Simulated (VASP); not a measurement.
# Ta2N (P-3m1) in VASP: notebook

Ta2N is run at these levels: PBE; tasks: single point.

Everything below comes from runs of VASP 6.6.1. Logs are shortened: lines on timing, memory, paths and dates and some standing lists are left out, and cuts for length are marked.

### 1 The cell of the first run

It takes space group P-3m1 (No. 164, trigonal). Conventional cell: a = 3.024 Å, b = 3.024 Å, c = 5.004 Å, α = 90.00°, β = 90.00°, γ = 120.00°. Ta (site symmetry 3m) has 3 N at 2.16 Å and 12 Ta at 3.01 to 3.09 Å within 3.1 Å. N (site symmetry -3m) has 6 Ta at 2.16 Å within 2.9 Å.

### 2 Single point, PBE (strain -0.025 along x and y, +0.025 along z)

INCAR

```
PREC = Accurate
ENCUT = 520
EDIFF = 1E-7
ISMEAR = 0
SIGMA = 0.15
LREAL = False
LASPH = True
NELM = 80
ALGO = Normal
ISIF = 2
LWAVE = False
LCHARG = False
GGA = PE
NBANDS = 20
```

KPOINTS

```
Automatic mesh
0
Gamma
  18 18 10
```

POSCAR

```
Ta2N
1.0
    3.0236115542      0.0000000000      0.0000000000
   -1.5118057771      2.6185244171      0.0000000000
    0.0000000000      0.0000000000      5.0039373139
Ta N
2 1
Direct
    0.6666666667      0.3333333333      0.7449050322
    0.3333333333      0.6666666667      0.2550949678
    0.0000000000      0.0000000000      0.0000000000
```

Potentials or basis: VASP PAW PBE potentials, release 64 (Ta_pv, N).

Run with:

```console
cat potpaw_PBE.64/Ta_pv/POTCAR potpaw_PBE.64/N/POTCAR > POTCAR
mpirun -np 1 vasp_std > vasp.out
```

OUTCAR:

```text
PREC = Accurate
   ENCUT = 520
   EDIFF = 1E-7
   ISMEAR = 0
   LREAL = False
   LASPH = True
   NELM = 80
   ISIF = 2
   GGA = PE

 ion  position               nearest neighbor table
   1  0.667  0.333  0.745-   3 2.16   3 2.16   3 2.16   2 3.01   2 3.01   2 3.01   2 3.09   2 3.09
                             2 3.09
   2  0.333  0.667  0.255-   3 2.16   3 2.16   3 2.16   1 3.01   1 3.01   1 3.01   1 3.09   1 3.09
                             1 3.09
   3  0.000  0.000  0.000-   1 2.16   2 2.16   2 2.16   1 2.16   1 2.16   2 2.16

  LATTYP: Found a hexagonal cell.
 ALAT       =     3.0236115542
 C/A-ratio  =     1.6549537612

  Lattice vectors:

 A1 = (   3.0236115542,   0.0000000000,   0.0000000000)
 A2 = (  -1.5118057771,   2.6185244171,   0.0000000000)
 A3 = (   0.0000000000,   0.0000000000,   5.0039373139)

Analysis of symmetry for initial positions (statically):
=====================================================================
 Subroutine PRICEL returns:
 Original cell was already a primitive cell.

 Routine SETGRP: Setting up the symmetry group for a
 hexagonal supercell.

 Subroutine GETGRP returns: Found 12 space group operations
 (whereof 12 operations were pure point group operations)
 out of a pool of 24 trial point group operations.

The static configuration has the point symmetry D_3d.

Analysis of symmetry for dynamics (positions and initial velocities):
=====================================================================
 Subroutine PRICEL returns:
 Original cell was already a primitive cell.

 Routine SETGRP: Setting up the symmetry group for a
 hexagonal supercell.

 Subroutine GETGRP returns: Found 12 space group operations
 (whereof 12 operations were pure point group operations)
 out of a pool of 24 trial point group operations.

The dynamic configuration has the point symmetry D_3d.

 Subroutine INISYM returns: Found 12 space group operations
 (whereof 12 operations are pure point group operations),
 and found     1 'primitive' translations

----------------------------------------------------------------------------------------

                                     Primitive cell

  volume of cell :      39.6182

  direct lattice vectors                    reciprocal lattice vectors
     3.023611554  0.000000000  0.000000000     0.330730314  0.190947236  0.000000000
    -1.511805777  2.618524417  0.000000000     0.000000000  0.381894472  0.000000000
     0.000000000  0.000000000  5.003937314     0.000000000  0.000000000  0.199842631

  length of vectors
     3.023611554  3.023611554  5.003937314     0.381894472  0.381894472  0.199842631

  position of ions in fractional coordinates (direct lattice)
     0.666666667  0.333333333  0.744905032
     0.333333333  0.666666667  0.255094968
     0.000000000  0.000000000  0.000000000

  ion indices of the primitive-cell ions
   primitive index   ion index
                 1           1
                 2           2
                 3           3

----------------------------------------------------------------------------------------

 KPOINTS: Automatic mesh

Automatic generation of k-mesh.
 Grid dimensions read from file:
 generate k-points for:   18   18   10

 Generating k-lattice:

  Cartesian coordinates                     Fractional coordinates (reciprocal lattice)
     0.018373906  0.010608180  0.000000000     0.055555556 -0.000000000  0.000000000
     0.000000000  0.021216360  0.000000000     0.000000000  0.055555556  0.000000000
     0.000000000  0.000000000  0.019984263     0.000000000  0.000000000  0.100000000

  Length of vectors
     0.021216360  0.021216360  0.019984263

  Shift w.r.t. Gamma in fractional coordinates (k-lattice)
     0.000000000  0.000000000  0.000000000

 Subroutine IBZKPT returns following result:
 ===========================================

 Found    330 irreducible k-points:

 Following reciprocal coordinates:
            Coordinates               Weight
  0.000000  0.000000  0.000000      1.000000
  0.055556 -0.000000  0.000000      6.000000
  0.111111 -0.000000  0.000000      6.000000
  0.166667  0.000000  0.000000      6.000000
  0.222222 -0.000000  0.000000      6.000000
  0.277778  0.000000  0.000000      6.000000
[... 16 lines left out ...]
  0.333333  0.111111  0.000000     12.000000
  0.388889  0.111111  0.000000     12.000000
 [... further k-points ...]
   k-points           NKPTS =    330   k-points in BZ     NKDIM =    330   number of bands    NBANDS=     20
   number of dos      NEDOS =    301   number of ions     NIONS =      3
   total plane-waves  NPLWV =  23040
   dimension x,y,z NGX =    24 NGY =   24 NGZ =   40
   dimension x,y,z NGXF=    48 NGYF=   48 NGZF=   80
   ions per type =               2   1
   NGX,Y,Z   is equivalent  to a cutoff of  13.20, 13.20, 13.29 a.u.
   NGXF,Y,Z  is equivalent  to a cutoff of  26.39, 26.39, 26.58 a.u.
 SYSTEM =  unknown system
   PREC   = accura    normal or accurate (medium, high low for compatibility)
   ISTART =      0    job   : 0-new  1-cont  2-samecut
   ICHARG =      2    charge: 1-file 2-atom 10-const
   ISPIN  =      1    spin polarized calculation?
   LNONCOLLINEAR =      F non collinear calculations
   LSORBIT =      F    spin-orbit coupling
   LASPH  =      T    aspherical Exc in radial PAW
   ENCUT  =  520.0 eV  38.22 Ry    6.18 a.u.   5.62  5.62  9.30*2*pi/ulx,y,z
   NELM   =     80;   NELMIN=  2; NELMDL= -5     # of ELM steps
   EDIFF  = 0.1E-06   stopping-criterion for ELM
   LREAL  =      F    real-space projection
   EDIFFG = 0.1E-05   stopping-criterion for IOM
   NSW    =      0    number of steps for IOM
   IBRION =     -1    ionic relax: 0-MD 1-quasi-New 2-CG
   NFREE  =      0    steps in history (QN), initial steepest desc. (CG)
   ISIF   =      2    stress and relaxation
   ISYM   =      2    0-nonsym 1-usesym 2-fastsym
   POTIM  = 0.5000    time-step for ionic-motion
   TEBEG  =    0.0;   TEEND  =   0.0 temperature during run
   PSTRESS=    0.0 pullay stress
   NELECT =      27.0000    total number of electrons
   NUPDOWN=      -1.0000    fix difference up-down
   EMIN   =  10.00;   EMAX   =-10.00  energy-range for DOS
   EFERMI =   0.00;   METHOD = LEGACY
   ISMEAR =     0;   SIGMA  =   0.15  broadening in eV -4-tet -1-fermi 0-gaus
   EFERMI_NEDOS =   21; number of points for ismear=-14 and -15
   IALGO  =     38    algorithm
   IMIX   =      4    mixing-type and parameters
     AMIX     =   0.40;   BMIX     =  1.00
     AMIX_MAG =   1.60;   BMIX_MAG =  1.00
  volume/ion in A,a.u.               =      13.21        89.12
  Fermi-wavevector in a.u.,A,eV,Ry     =   1.440670  2.722472 28.239311  2.075531
  Thomas-Fermi vector in A             =   2.559388
   LORBIT       =      0    0 simple, 1 ext, 2 COOP (PROOUT), +10 PAW based schemes
   GGA     = PE    functional components
   LHFCALC =     F    Hartree Fock is set to
   AEXX    =    0.0000 exact exchange contribution
   IVDW    =     0    specifies the selected vdW correction
   LEPSILON=     F    determine dielectric tensor
   LRPA    =     F    only Hartree local field effects (RPA)
 non-spin polarized calculation
 Gauss-broadening in eV      SIGMA  =   0.15
  energy-cutoff  :      520.00
  volume of cell :       39.62
 maximum number of plane-waves:      1099
 NGX is ok and might be reduce to    24
   NGX = 11   NGY = 11   NGZ = 19

 number of electron      27.0000004 magnetization

 Free energy of the ion-electron system (eV)
  ---------------------------------------------------
  ext. energy  EPLUGINS =         0.00000000
  ---------------------------------------------------
  free energy    TOTEN  =       -34.32082922 eV

  energy without entropy =      -34.30724288  energy(sigma->0) =      -34.31403605

 E-fermi :   7.7262     XC(G=0): -13.0132

 val. band max:        7.7246919955   @ k =   0.0000   0.2222   0.3000
 cond. band min:       7.7289195262   @ k =   0.0000   0.1667   0.1000
 fundamental gap:      0.0042275307
 Fermi energy:         7.7261634593

 k-point     1 :       0.0000    0.0000    0.0000
  band No.  band energies     occupation
      1     -27.9341      2.00000
      2     -27.0734      2.00000
      3     -27.0734      2.00000
      4     -26.9804      2.00000
      5     -26.9724      2.00000
      6     -26.9724      2.00000
[... 12 lines left out ...]
     19       8.9506      0.00000
     20      12.7800      0.00000

 k-point     2 :       0.0556   -0.0000    0.0000
  band No.  band energies     occupation
      1     -27.9239      2.00000
      2     -27.0983      2.00000
      3     -27.0814      2.00000
      4     -26.9970      2.00000
      5     -26.9821      2.00000
      6     -26.9751      2.00000
[... 12 lines left out ...]
     19       9.2796      0.00000
     20      12.7965      0.00000

 k-point     3 :       0.1111   -0.0000    0.0000
  band No.  band energies     occupation
      1     -27.8939      2.00000
      2     -27.1689      2.00000
      3     -27.1036      2.00000
      4     -27.0662      2.00000
      5     -26.9890      2.00000
      6     -26.9835      2.00000
[... 12 lines left out ...]
     19       9.9457      0.00000
     20      12.7236      0.00000

 k-point     4 :       0.1667    0.0000    0.0000
  band No.  band energies     occupation
      1     -27.8463      2.00000
      2     -27.2762      2.00000
      3     -27.1686      2.00000
      4     -27.1362      2.00000
      5     -27.0025      2.00000
      6     -26.9977      2.00000
[... 429 lines left out ...]
 k-point    23 :       0.3333    0.1111    0.0000
  band No.  band energies     occupation
      1     -27.7711      2.00000
      2     -27.6090      2.00000
      3     -27.5289      2.00000
      4     -27.3167      2.00000
      5     -27.1388      2.00000
      6     -27.1294      2.00000
[... 12 lines left out ...]
     19      12.4455      0.00000
     20      13.1562      0.00000

 k-point    24 :       0.3889    0.1111    0.0000
  band No.  band energies     occupation
      1     -27.8308      2.00000
      2     -27.6506      2.00000
      3     -27.4740      2.00000
      4     -27.3445      2.00000
      5     -27.1725      2.00000
      6     -27.1462      2.00000
[... 12 lines left out ...]
     19      12.5581      0.00000
     20      12.9147      0.00000

 [... further k-points ...]

------------------------ aborting loop because EDIFF is reached ----------------------------------------

  FORCE on cell =-STRESS in cart. coord.  units (eV):
  Direction    XX          YY          ZZ          XY          YZ          ZX
  --------------------------------------------------------------------------------------
  -------------------------------------------------------------------------------------
  Total        2.9079318      2.9079318      0.4328578      0.0000000      0.0000000      0.0000000
  in kB      117.5981030    117.5981030     17.5049688      0.0000000      0.0000000      0.0000000
  external PRESSURE =      84.2337250 kB  Pullay stress =       0.0000000 kB

 VOLUME and BASIS-vectors are now :
 -----------------------------------------------------------------------------
  energy-cutoff  :      520.00
  volume of cell :       39.62
      direct lattice vectors                 reciprocal lattice vectors
     3.023611554  0.000000000  0.000000000     0.330730314  0.190947236  0.000000000
    -1.511805777  2.618524417  0.000000000     0.000000000  0.381894472  0.000000000
     0.000000000  0.000000000  5.003937314     0.000000000  0.000000000  0.199842631

 POSITION                                       TOTAL-FORCE (eV/Angst)
 -----------------------------------------------------------------------------------
      1.51181      0.87284      3.72746        -0.000000      0.000000     -0.551153
     -0.00000      1.74568      1.27648         0.000000      0.000000      0.551153
      0.00000      0.00000      0.00000         0.000000      0.000000      0.000000
 -----------------------------------------------------------------------------------
    total drift:                                0.000000     -0.000000      0.000000

  FREE ENERGIE OF THE ION-ELECTRON SYSTEM (eV)
  ---------------------------------------------------
  free  energy   TOTEN  =       -34.3208292163 eV

  energy  without entropy=      -34.3072428839  energy(sigma->0) =      -34.31403605
```

It took 90 s on 1 thread of Intel Xeon 6975P-C (Granite Rapids), shared host; peak memory 0.35 GiB.

What came out:

```yaml
Free_energy: -34.3208 eV
Pressure: 8.4 GPa
Largest_force: 0.551 eV/Å
Band_gap_on_the_k_mesh: zero (an odd number of electrons rules out a gap without spin polarisation)
```

Forces on the atoms (eV/Å):
```
Ta   0.000  0.000 -0.551
Ta   0.000  0.000  0.551
N    0.000  0.000  0.000
```

Caveat: the cell differs from its parent crystal (strain -0.025 along x and y, +0.025 along z); the cell stands under pressure; spin-orbit coupling is left out, which moves the levels of the heavy elements.

### 3 Single point, PBE (strain -0.025 along x and y, +0.050 along z)

INCAR

```
SYSTEM = Ta2N
PREC     = Accurate       ! precision mode
ENCUT    = 520            ! plane-wave cutoff, eV
EDIFF    = 1E-7           ! SCF threshold, eV
ISMEAR   = 0              ! smearing method
SIGMA    = 0.15           ! smearing width, eV
LREAL    = .False.        ! projectors in reciprocal space
LASPH    = .True.         ! aspherical terms in the spheres
NELM     = 80             ! most SCF steps
ALGO     = Normal         ! electronic algorithm
ISIF     = 2              ! what is computed and relaxed
LWAVE    = .False.        ! write WAVECAR
LCHARG   = .False.        ! write CHGCAR
GGA      = PE             ! functional
NBANDS   = 20             ! bands
```

KPOINTS

```
regular mesh
0
Gamma
  18 18 10
  0 0 0
```

POSCAR: that of step 2 with these lines changed.

```diff
@@ -4,3 +4,3 @@
    -1.5118057771      2.6185244171      0.0000000000
-    0.0000000000      0.0000000000      5.0039373139
+    0.0000000000      0.0000000000      5.1259845654
 Ta N
```

Potentials or basis: VASP PAW PBE potentials, release 64 (Ta_pv, N).

Run with:

```console
cat potpaw_PBE.64/Ta_pv/POTCAR potpaw_PBE.64/N/POTCAR > POTCAR
mpirun -np 1 vasp_std > vasp.out
```

Run time: 93 s. Hardware: 1 thread of Intel Xeon 6975P-C (Granite Rapids), shared host; peak memory 0.35 GiB.

The run converged. Its results:

| Property | Result |
| --- | --- |
| Free energy | -34.3024 eV |
| Pressure | 1.4 GPa |
| Largest force | 0.533 eV/Å |
| Band gap on the k mesh | zero (an odd number of electrons rules out a gap without spin polarisation) |

Forces on the atoms (eV/Å):
```
Ta   0.000  0.000 -0.533
Ta   0.000  0.000  0.533
N    0.000  0.000  0.000
```

Stress tensor (GPa, compression positive):
```
 6.06  0.00  0.00
 0.00  6.06  0.00
 0.00  0.00 -7.84
```

Levels at points of the mesh, in eV from the Fermi level:
```csv
k point,band 12,band 13,band 14,band 15,band 16,band 17
"(0.00, 0.00, 0.00)",-1.28,-0.18,-0.18,0.16,0.94,0.94
"(0.50, 0.00, 0.00)",-2.38,-1.16,0.82,2.60,3.86,4.11
"(0.00, 0.00, 0.50)",-2.89,-0.75,-0.75,1.36,2.31,2.31
"(0.50, 0.00, 0.50)",-2.00,-1.95,-0.61,1.07,4.00,4.22
```

Caveat: the cell differs from its parent crystal (strain -0.025 along x and y, +0.050 along z); spin-orbit coupling is left out, which moves the levels of the heavy elements.

### 4 Single point, PBE (strain +0.025 along x and y, -0.050 along z)

INCAR

```
ALGO = Normal
EDIFF = 1E-6
ENCUT = 520
GGA = PE
ISIF = 2
ISMEAR = 0
LASPH = T
LCHARG = T
LELF = T
LREAL = F
LVHAR = T
LWAVE = F
NBANDS = 20
NELM = 60
PREC = Accurate
SIGMA = 0.15
```

KPOINTS

```
k-points
0
Gamma
  18 18 10
```

POSCAR

```
Ta2N
1.0
    3.1786685570      0.0000000000      0.0000000000
   -1.5893342785      2.7528077205      0.0000000000
    0.0000000000      0.0000000000      4.6377955592
Ta N
2 1
Direct
    0.6666666667      0.3333333333      0.7449050322
    0.3333333333      0.6666666667      0.2550949678
    0.0000000000      0.0000000000      0.0000000000
```

Run with:

```console
cat potpaw_PBE.64/Ta_pv/POTCAR potpaw_PBE.64/N/POTCAR > POTCAR
mpirun -np 1 vasp_std > vasp.out
```

Run time: 85 s. Hardware: 1 thread of Intel Xeon 6975P-C (Granite Rapids), shared host; peak memory 0.34 GiB.

The run converged. Its results:

- Free energy: -34.2839 eV
- Pressure: 1.8 GPa
- Largest force: 0.541 eV/Å
- Band gap on the k mesh: zero (an odd number of electrons rules out a gap without spin polarisation)

Forces on the atoms (eV/Å):
```
Ta   0.000  0.000  0.541
Ta   0.000  0.000 -0.541
N    0.000  0.000  0.000
```

Stress tensor (GPa, compression positive):
```
-3.98  0.00  0.00
 0.00 -3.98  0.00
 0.00  0.00 13.30
```

Levels at points of the mesh, in eV from the Fermi level:
```tsv
k point	band 10	band 11	band 12	band 13	band 14	band 15	band 16	band 17
(0.00, 0.00, 0.00)	-6.24	-4.76	-0.18	-0.18	-0.11	-0.11	0.02	0.35
(0.50, 0.00, 0.00)	-6.17	-4.49	-2.72	-1.41	1.39	2.62	3.53	3.88
(0.00, 0.00, 0.50)	-6.47	-2.34	-2.22	-1.39	-1.39	1.79	2.14	2.49
(0.50, 0.00, 0.50)	-6.14	-2.98	-2.18	-2.09	0.11	0.51	2.82	3.13
```

Caveat: the cell differs from its parent crystal (strain +0.025 along x and y, -0.050 along z); spin-orbit coupling is left out, which moves the levels of the heavy elements.

### 5 Summary

| cell | gap on the mesh (eV) | pressure (GPa) | largest force (eV/Å) |
| --- | --- | --- | --- |
| a = 3.024, b = 3.024, c = 5.004 Å, angles 90.0, 90.0, 120.0°, 3 atoms | none | 8.4 | 0.55 |
| a = 3.024, b = 3.024, c = 5.126 Å, angles 90.0, 90.0, 120.0°, 3 atoms | none | 1.4 | 0.53 |
| a = 3.179, b = 3.179, c = 4.638 Å, angles 90.0, 90.0, 120.0°, 3 atoms | none | 1.8 | 0.54 |

Alike in all rows: task single point; level PBE; potentials or basis VASP PAW PBE potentials, release 64 (Ta_pv, N); no spin polarisation; k mesh 18 × 18 × 10; cutoff (eV) 520; smearing gaussian 0.15 eV.

Caveats: spin-orbit coupling is left out, which moves the levels of the heavy elements; the cell stands under pressure (at least some runs).

Absolute energies hang on the potentials; compare differences alone.
